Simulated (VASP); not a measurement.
Here is a VASP 6.6.1 calculation.

Contents of INCAR:

```
SYSTEM = SnO2
ALGO = Normal
EDIFF = 1E-7
ENCUT = 520
GGA = PE
ISIF = 2
ISMEAR = 0
LASPH = .True.
LCHARG = .False.
LREAL = .False.
LWAVE = .False.
NBANDS = 35
NELM = 60
PREC = Accurate
SIGMA = 0.02
```

The input KPOINTS:

```
k-points
0
Gamma
  6 6 8
  0 0 0
```

Contents of POSCAR:

```
SnO2
1.0
    4.7727946952      0.0000000000      0.0000000000
    0.0000000000      4.7729871010      0.0000000000
    0.0000000000      0.0000000000      3.2228965900
Sn O
2 4
Direct
    0.5000000000      0.5000000000      0.5000000000
    0.0000000000      0.0000000000      0.0000000000
    0.3060065503      0.3060936270      0.0000000000
    0.8060065503      0.1939063730      0.5000000000
    0.1939934497      0.8060936270      0.5000000000
    0.6939934497      0.6939063730      0.0000000000
```

Potentials or basis: VASP PAW PBE potentials, release 64 (Sn_d, O).

The run is started by

```console
$ cat potpaw_PBE.64/Sn_d/POTCAR potpaw_PBE.64/O/POTCAR > POTCAR
$ mpirun -np 1 vasp_std > vasp.out
```

Predict the band gap on the k mesh.

0.94 eV, direct.

What does it give for the pressure?

5.6 GPa.

Stress tensor (GPa, compression positive):
```
5.52 0.00 0.00
0.00 5.52 0.00
0.00 0.00 5.84
```

Caveat: spin-orbit coupling is left out, which moves the levels of the heavy elements. As with any semilocal functional, this PBE gap is likely too small.
